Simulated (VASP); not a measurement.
# Si3Mo (Pm-3m) in VASP: a series of runs

The runs below take Si3Mo through single point, relaxation of cell and atoms, with PBE.

All numbers are computed with VASP 6.6.1; they aren't measurements. Logs are shortened: lines on timing, memory, paths and dates and some standing lists are left out, and cuts for length are marked.

**1. The cell of the first run**

The structure is cubic, space group Pm-3m (No. 221). Conventional cell: a = 3.818 Å, b = 3.818 Å, c = 3.818 Å, α = 90.00°, β = 90.00°, γ = 90.00°. Within 3.6 Å of Si (site symmetry 4/mmm) lie 8 Si at 2.70 Å and 4 Mo at 2.70 Å. Within 3.6 Å of Mo (site symmetry m-3m) lie 12 Si at 2.70 Å.

**2. Single point, PBE**

The input, INCAR:

```
ALGO = Normal
EDIFF = 1E-6
ENCUT = 520
GGA = PE
ISIF = 2
ISMEAR = 0
LASPH = T
LCHARG = T
LELF = T
LREAL = F
LVHAR = T
LWAVE = F
NBANDS = 21
NELM = 100
PREC = Accurate
SIGMA = 0.1
```

The input, KPOINTS:

```
k-points
0
Gamma
  12 12 12
```

The input, POSCAR:

```
Si3Mo
1.0
    3.8175062446      0.0000000000      0.0000000000
    0.0000000000      3.8175062446      0.0000000000
    0.0000000000      0.0000000000      3.8175062446
Si Mo
3 1
Direct
    0.0000000000      0.5000000000      0.5000000000
    0.5000000000      0.0000000000      0.5000000000
    0.5000000000      0.5000000000      0.0000000000
    0.0000000000      0.0000000000      0.0000000000
```

Potentials or basis: VASP PAW PBE potentials, release 64 (Si, Mo_sv).

Started as:

```console
cat potpaw_PBE.64/Si/POTCAR potpaw_PBE.64/Mo_sv/POTCAR > POTCAR
mpirun -np 1 vasp_std > vasp.out
```

OUTCAR:

```text
EDIFF = 1E-6
   ENCUT = 520
   GGA = PE
   ISIF = 2
   ISMEAR = 0
   LASPH = T
   LREAL = F
   NELM = 100
   PREC = Accurate

 ion  position               nearest neighbor table
   1  0.000  0.500  0.500-   2 2.70   3 2.70   4 2.70   3 2.70   4 2.70   2 2.70   4 2.70   4 2.70
                             2 2.70   3 2.70   3 2.70   2 2.70
   2  0.500  0.000  0.500-   1 2.70   3 2.70   4 2.70   3 2.70   4 2.70   1 2.70   3 2.70   3 2.70
                             1 2.70   4 2.70   4 2.70   1 2.70
   3  0.500  0.500  0.000-   1 2.70   2 2.70   4 2.70   1 2.70   2 2.70   2 2.70   4 2.70   2 2.70
                             1 2.70   4 2.70   1 2.70   4 2.70
   4  0.000  0.000  0.000-   1 2.70   2 2.70   3 2.70   1 2.70   2 2.70   1 2.70   3 2.70   1 2.70
                             2 2.70   3 2.70   2 2.70   3 2.70

  LATTYP: Found a simple cubic cell.
 ALAT       =     3.8175062446

  Lattice vectors:

 A1 = (   3.8175062446,   0.0000000000,   0.0000000000)
 A2 = (   0.0000000000,   3.8175062446,   0.0000000000)
 A3 = (   0.0000000000,   0.0000000000,   3.8175062446)

Analysis of symmetry for initial positions (statically):
=====================================================================
 Subroutine PRICEL returns:
 Original cell was already a primitive cell.

 Routine SETGRP: Setting up the symmetry group for a
 simple cubic supercell.

 Subroutine GETGRP returns: Found 48 space group operations
 (whereof 48 operations were pure point group operations)
 out of a pool of 48 trial point group operations.

The static configuration has the point symmetry O_h .

Analysis of symmetry for dynamics (positions and initial velocities):
=====================================================================
 Subroutine PRICEL returns:
 Original cell was already a primitive cell.

 Routine SETGRP: Setting up the symmetry group for a
 simple cubic supercell.

 Subroutine GETGRP returns: Found 48 space group operations
 (whereof 48 operations were pure point group operations)
 out of a pool of 48 trial point group operations.

The dynamic configuration has the point symmetry O_h .

 Subroutine INISYM returns: Found 48 space group operations
 (whereof 48 operations are pure point group operations),
 and found     1 'primitive' translations

----------------------------------------------------------------------------------------

                                     Primitive cell

  volume of cell :      55.6339

  direct lattice vectors                    reciprocal lattice vectors
     3.817506245  0.000000000  0.000000000     0.261951110  0.000000000  0.000000000
     0.000000000  3.817506245  0.000000000     0.000000000  0.261951110  0.000000000
     0.000000000  0.000000000  3.817506245     0.000000000  0.000000000  0.261951110

  length of vectors
     3.817506245  3.817506245  3.817506245     0.261951110  0.261951110  0.261951110

  position of ions in fractional coordinates (direct lattice)
     0.000000000  0.500000000  0.500000000
     0.500000000  0.000000000  0.500000000
     0.500000000  0.500000000  0.000000000
     0.000000000  0.000000000  0.000000000

  ion indices of the primitive-cell ions
   primitive index   ion index
                 1           1
                 2           2
                 3           3
                 4           4

----------------------------------------------------------------------------------------

 KPOINTS: k-points

Automatic generation of k-mesh.
 Grid dimensions read from file:
 generate k-points for:   12   12   12

 Generating k-lattice:

  Cartesian coordinates                     Fractional coordinates (reciprocal lattice)
     0.021829259  0.000000000  0.000000000     0.083333333  0.000000000  0.000000000
     0.000000000  0.021829259  0.000000000     0.000000000  0.083333333  0.000000000
     0.000000000  0.000000000  0.021829259     0.000000000  0.000000000  0.083333333

  Length of vectors
     0.021829259  0.021829259  0.021829259

  Shift w.r.t. Gamma in fractional coordinates (k-lattice)
     0.000000000  0.000000000  0.000000000

 Subroutine IBZKPT returns following result:
 ===========================================

 Found     84 irreducible k-points:

 Following reciprocal coordinates:
            Coordinates               Weight
  0.000000  0.000000  0.000000      1.000000
  0.083333  0.000000  0.000000      6.000000
  0.166667  0.000000  0.000000      6.000000
  0.250000  0.000000  0.000000      6.000000
  0.333333  0.000000  0.000000      6.000000
  0.416667  0.000000  0.000000      6.000000
[... 16 lines left out ...]
  0.333333  0.333333  0.000000     12.000000
  0.416667  0.333333  0.000000     24.000000
 [... further k-points ...]
   k-points           NKPTS =     84   k-points in BZ     NKDIM =     84   number of bands    NBANDS=     21
   number of dos      NEDOS =    301   number of ions     NIONS =      4
   total plane-waves  NPLWV =  21952
   dimension x,y,z NGX =    28 NGY =   28 NGZ =   28
   dimension x,y,z NGXF=    56 NGYF=   56 NGZF=   56
   ions per type =               3   1
   NGX,Y,Z   is equivalent  to a cutoff of  12.19, 12.19, 12.19 a.u.
   NGXF,Y,Z  is equivalent  to a cutoff of  24.39, 24.39, 24.39 a.u.
 SYSTEM =  unknown system
   PREC   = accura    normal or accurate (medium, high low for compatibility)
   ISTART =      0    job   : 0-new  1-cont  2-samecut
   ICHARG =      2    charge: 1-file 2-atom 10-const
   ISPIN  =      1    spin polarized calculation?
   LNONCOLLINEAR =      F non collinear calculations
   LSORBIT =      F    spin-orbit coupling
   LASPH  =      T    aspherical Exc in radial PAW
   ENCUT  =  520.0 eV  38.22 Ry    6.18 a.u.   7.10  7.10  7.10*2*pi/ulx,y,z
   NELM   =    100;   NELMIN=  2; NELMDL= -5     # of ELM steps
   EDIFF  = 0.1E-05   stopping-criterion for ELM
   LREAL  =      F    real-space projection
   EDIFFG = 0.1E-04   stopping-criterion for IOM
   NSW    =      0    number of steps for IOM
   IBRION =     -1    ionic relax: 0-MD 1-quasi-New 2-CG
   NFREE  =      0    steps in history (QN), initial steepest desc. (CG)
   ISIF   =      2    stress and relaxation
   ISYM   =      2    0-nonsym 1-usesym 2-fastsym
   POTIM  = 0.5000    time-step for ionic-motion
   TEBEG  =    0.0;   TEEND  =   0.0 temperature during run
   PSTRESS=    0.0 pullay stress
   NELECT =      26.0000    total number of electrons
   NUPDOWN=      -1.0000    fix difference up-down
   EMIN   =  10.00;   EMAX   =-10.00  energy-range for DOS
   EFERMI =   0.00;   METHOD = LEGACY
   ISMEAR =     0;   SIGMA  =   0.10  broadening in eV -4-tet -1-fermi 0-gaus
   EFERMI_NEDOS =   21; number of points for ismear=-14 and -15
   IALGO  =     38    algorithm
   IMIX   =      4    mixing-type and parameters
     AMIX     =   0.40;   BMIX     =  1.00
     AMIX_MAG =   1.60;   BMIX_MAG =  1.00
  volume/ion in A,a.u.               =      13.91        93.86
  Fermi-wavevector in a.u.,A,eV,Ry     =   1.270436  2.400776 21.959914  1.614008
  Thomas-Fermi vector in A             =   2.403424
   LORBIT       =      0    0 simple, 1 ext, 2 COOP (PROOUT), +10 PAW based schemes
   GGA     = PE    functional components
   LHFCALC =     F    Hartree Fock is set to
   AEXX    =    0.0000 exact exchange contribution
   IVDW    =     0    specifies the selected vdW correction
   LEPSILON=     F    determine dielectric tensor
   LRPA    =     F    only Hartree local field effects (RPA)
 non-spin polarized calculation
 Gauss-broadening in eV      SIGMA  =   0.10
  energy-cutoff  :      520.00
  volume of cell :       55.63
 maximum number of plane-waves:      1518
   NGX = 15   NGY = 15   NGZ = 15

 number of electron      25.9999995 magnetization

 Free energy of the ion-electron system (eV)
  ---------------------------------------------------
  ext. energy  EPLUGINS =         0.00000000
  ---------------------------------------------------
  free energy    TOTEN  =       -25.77992307 eV

  energy without entropy =      -25.76357598  energy(sigma->0) =      -25.77174952

 E-fermi :  11.7711     XC(G=0): -12.0303

 val. band max:       11.7692341674   @ k =   0.5000   0.5000   0.4167
 cond. band min:      11.7770962270   @ k =   0.5000   0.3333   0.3333
 fundamental gap:      0.0078620595
 Fermi energy:        11.7710800536

 k-point     1 :       0.0000    0.0000    0.0000
  band No.  band energies     occupation
      1     -49.0736      2.00000
      2     -23.2367      2.00000
      3     -23.2367      2.00000
      4     -23.2367      2.00000
      5      -2.1802      2.00000
      6       5.6331      2.00000
[... 13 lines left out ...]
     20      18.7399      0.00000
     21      18.7399      0.00000

 k-point     2 :       0.0833    0.0000    0.0000
  band No.  band energies     occupation
      1     -49.0734      2.00000
      2     -23.2399      2.00000
      3     -23.2365      2.00000
      4     -23.2365      2.00000
      5      -2.1066      2.00000
      6       5.2020      2.00000
[... 13 lines left out ...]
     20      17.9472      0.00000
     21      17.9472      0.00000

 k-point     3 :       0.1667    0.0000    0.0000
  band No.  band energies     occupation
      1     -49.0731      2.00000
      2     -23.2487      2.00000
      3     -23.2357      2.00000
      4     -23.2357      2.00000
      5      -1.8878      2.00000
      6       4.3113      2.00000
[... 13 lines left out ...]
     20      17.1471      0.00000
     21      17.1471      0.00000

 k-point     4 :       0.2500    0.0000    0.0000
  band No.  band energies     occupation
      1     -49.0727      2.00000
      2     -23.2606      2.00000
      3     -23.2347      2.00000
      4     -23.2347      2.00000
      5      -1.5302      2.00000
      6       3.3071      2.00000
[... 13 lines left out ...]
     20      17.1017      0.00000
     21      17.1018      0.00000

 k-point     5 :       0.3333    0.0000    0.0000
  band No.  band energies     occupation
      1     -49.0722      2.00000
      2     -23.2725      2.00000
      3     -23.2337      2.00000
      4     -23.2337      2.00000
      5      -1.0472      2.00000
      6       2.3201      2.00000
[... 13 lines left out ...]
     20      17.6540      0.00000
     21      17.8228      0.00000

 k-point     6 :       0.4167    0.0000    0.0000
  band No.  band energies     occupation
      1     -49.0719      2.00000
      2     -23.2811      2.00000
      3     -23.2330      2.00000
      4     -23.2330      2.00000
      5      -0.4778      2.00000
      6       1.4359      2.00000
[... 13 lines left out ...]
     20      18.1305      0.00000
     21      18.7970      0.00000

 k-point     7 :       0.5000    0.0000    0.0000
  band No.  band energies     occupation
      1     -49.0718      2.00000
      2     -23.2843      2.00000
      3     -23.2327      2.00000
      4     -23.2327      2.00000
      5      -0.0834      2.00000
      6       0.9348      2.00000
[... 13 lines left out ...]
     20      18.0418      0.00000
     21      19.3225      0.00000
[... 291 lines left out ...]
      1     -49.0714      2.00000
      2     -23.2695      2.00000
      3     -23.2566      2.00000
      4     -23.2317      2.00000
      5      -0.4703      2.00000
      6       2.8354      2.00000
[... 13 lines left out ...]
     20      16.9879      0.00000
     21      18.5617      0.00000

 k-point    21 :       0.4167    0.2500    0.0000
  band No.  band energies     occupation
      1     -49.0711      2.00000
      2     -23.2780      2.00000
      3     -23.2556      2.00000
      4     -23.2310      2.00000
      5       0.0441      2.00000
      6       2.0150      2.00000
[... 13 lines left out ...]
     20      17.2101      0.00000
     21      18.5227      0.00000

 k-point    22 :       0.5000    0.2500    0.0000
  band No.  band energies     occupation
      1     -49.0710      2.00000
      2     -23.2810      2.00000
      3     -23.2553      2.00000
      4     -23.2308      2.00000
      5       0.3694      2.00000
      6       1.5857      2.00000
[... 13 lines left out ...]
     20      17.2565      0.00000
     21      18.4802      0.00000

 k-point    23 :       0.3333    0.3333    0.0000
  band No.  band energies     occupation
      1     -49.0710      2.00000
      2     -23.2685      2.00000
      3     -23.2675      2.00000
      4     -23.2308      2.00000
      5      -0.0510      2.00000
      6       3.1799      2.00000
[... 13 lines left out ...]
     20      16.6699      0.00000
     21      19.1364      0.00000

 k-point    24 :       0.4167    0.3333    0.0000
  band No.  band energies     occupation
      1     -49.0707      2.00000
      2     -23.2764      2.00000
      3     -23.2669      2.00000
      4     -23.2300      2.00000
      5       0.4181      2.00000
      6       2.4238      2.00000
[... 13 lines left out ...]
     20      16.9721      0.00000
     21      19.7524      0.00000

 [... further k-points ...]

------------------------ aborting loop because EDIFF is reached ----------------------------------------

  FORCE on cell =-STRESS in cart. coord.  units (eV):
  Direction    XX          YY          ZZ          XY          YZ          ZX
  --------------------------------------------------------------------------------------
  -------------------------------------------------------------------------------------
  Total        0.0264360      0.0264360      0.0264360     -0.0000000      0.0000000      0.0000000
  in kB        0.7613194      0.7613194      0.7613194     -0.0000000      0.0000000      0.0000000
  external PRESSURE =       0.7613194 kB  Pullay stress =       0.0000000 kB

 VOLUME and BASIS-vectors are now :
 -----------------------------------------------------------------------------
  energy-cutoff  :      520.00
  volume of cell :       55.63
      direct lattice vectors                 reciprocal lattice vectors
     3.817506245  0.000000000  0.000000000     0.261951110  0.000000000  0.000000000
     0.000000000  3.817506245  0.000000000     0.000000000  0.261951110  0.000000000
     0.000000000  0.000000000  3.817506245     0.000000000  0.000000000  0.261951110

 POSITION                                       TOTAL-FORCE (eV/Angst)
 -----------------------------------------------------------------------------------
      0.00000      1.90875      1.90875         0.000000      0.000000      0.000000
      1.90875      0.00000      1.90875         0.000000      0.000000      0.000000
      1.90875      1.90875      0.00000         0.000000      0.000000      0.000000
      0.00000      0.00000      0.00000         0.000000      0.000000      0.000000
 -----------------------------------------------------------------------------------
    total drift:                               -0.000000     -0.000000     -0.000000

  FREE ENERGIE OF THE ION-ELECTRON SYSTEM (eV)
  ---------------------------------------------------
  free  energy   TOTEN  =       -25.7799230713 eV

  energy  without entropy=      -25.7635759780  energy(sigma->0) =      -25.77174952
```

Wall time 27 s (1 thread of Intel Xeon 6975P-C (Granite Rapids), shared host); peak memory 0.22 GiB.

What came out:

```yaml
Free_energy: -25.7799 eV
Pressure: 0.1 GPa
Band_gap_on_the_k_mesh: zero (band 13 reaches 12.26 eV, above the bottom of band 14 at 10.60 eV)
```

[end of part 1 of 2]
